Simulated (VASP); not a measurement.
Here is a VASP 6.6.1 calculation.

File INCAR:

```
SYSTEM = Cl
PREC = Accurate ; ENCUT = 520
EDIFF = 1E-6 ; ISMEAR = -1
SIGMA = 0.02 ; LREAL = .False.
LASPH = .True. ; NELM = 100
ALGO = Normal ; ISIF = 2
LWAVE = .False. ; LCHARG = .True.
GGA = PE ; IVDW = 12
LELF = .True. ; LVHAR = .True.
NBANDS = 54
```

KPOINTS

```
regular mesh
0
Gamma
  1 1 1
  0 0 0
```

File POSCAR:

```
Cl
1.0
    7.6630940000      0.0000000000      0.0000000000
    0.0000000000      7.6630940000      0.0000000000
    0.0000000000      0.0000000000      7.6630940000
Cl
12
Direct
    0.6532348422      0.4243586207      0.2430088943
    0.4209787848      0.3918782674      0.1037178978
    0.6597204732      0.8041007979      0.5293684248
    0.3677104835      0.8289863076      0.5355669655
    0.9202288266      0.3473662205      1.0571970016
    1.1547685569      0.3238509145      0.9047389997
    0.0145241596      0.8108082714      0.5738804718
    0.0105179448      0.7764357321      0.2563585935
    0.6233905000     -0.1346453534      0.9817835981
    0.5925152425      0.0723859057      0.8388517745
    0.0057287566      0.8239230786     -0.0609675413
    0.2938238784      0.8383950399     -0.0263079117
```

Potentials or basis: VASP PAW PBE potentials, release 64 (Cl).

Launch:

```bash
$ cat potpaw_PBE.64/Cl/POTCAR > POTCAR
$ mpirun -np 1 vasp_gam > vasp.out
```

Estimate the dispersion energy per atom.

-0.116 eV.

Predict the largest force.

1.191 eV/Å.

What does it give for the pressure?

-1.9 GPa.

Stress tensor (GPa, compression positive):
```
-4.17  0.32 -0.37
 0.32  0.59 -0.16
-0.37 -0.16 -2.12
```

Caveat: the k points lie up to 0.82 Å⁻¹ apart, too coarse for converged energies, forces and pressures; the atoms stand as in a frame of molecular dynamics.
